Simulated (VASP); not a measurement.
Wanted: the native input for a VASP 6.6.1 run.

- Task: single point
- Functional: r2SCAN
- Potentials or basis: VASP PAW PBE potentials, release 64 (Ga_d, N_h)
- Cutoff: 1460 eV
- k mesh: 12 × 12 × 12
- Occupations: gaussian, width 0.05 eV
- Spin: no spin polarisation
- Dipole correction: no
- Further INCAR settings: ALGO = Normal; EDIFF = 1e-06; NBANDS = 16

The system is GaN.

```
Ga N
1.0
     0.00000    2.25350    2.25350
     2.25350    0.00000    2.25350
     2.25350    2.25350    0.00000
Ga N
1 1
Direct
  0.00000 0.00000 0.00000
  0.75000 0.75000 0.75000
```

The input as run:

POSCAR

```
GaN
1.0
    0.0000000000      2.2535006075      2.2535006075
    2.2535006075      0.0000000000      2.2535006075
    2.2535006075      2.2535006075      0.0000000000
Ga N
1 1
Direct
    0.0000000000      0.0000000000      0.0000000000
    0.7500000000      0.7500000000      0.7500000000
```

INCAR.step1

```
PREC = Accurate ; ENCUT = 1460
ISMEAR = 0 ; SIGMA = 0.05
LREAL = F ; LASPH = T
NELM = 120 ; NBANDS = 16
GGA = PE ; ALGO = Normal
EDIFF = 1E-5 ; LWAVE = T
LCHARG = F ; GGA_COMPAT = F
```

INCAR.step2

```
PREC = Accurate ; ENCUT = 1460
EDIFF = 1E-6 ; ISMEAR = 0
SIGMA = 0.05 ; LREAL = F
LASPH = T ; NELM = 120
ALGO = Normal ; ISIF = 2
LWAVE = F ; LCHARG = F
METAGGA = R2SCAN ; LMIXTAU = T
NBANDS = 16 ; ISTART = 1
GGA_COMPAT = F
```

KPOINTS

```
regular mesh
0
Gamma
  12 12 12
```

Potentials or basis: VASP PAW PBE potentials, release 64 (Ga_d, N_h).

Command:

```bash
$ cat potpaw_PBE.64/Ga_d/POTCAR potpaw_PBE.64/N_h/POTCAR > POTCAR
$ cp INCAR.step1 INCAR
$ mpirun -np 1 vasp_std > vasp.out
$ cp INCAR.step2 INCAR
$ mpirun -np 1 vasp_std > vasp.out
```

Results of the run:

| Quantity | Value |
| --- | --- |
| Pressure | -0.1 GPa |
| Band gap on the k mesh | 2.12 eV |

Caveat: the PAW data sets were made with another functional, which shifts forces and pressure a little.

Run time: 4.7 min on 1 thread of Intel(R) Xeon(R) Platinum 8375C CPU @ 2.90GHz (Ice Lake) (shared host), peak memory 0.35 GiB.
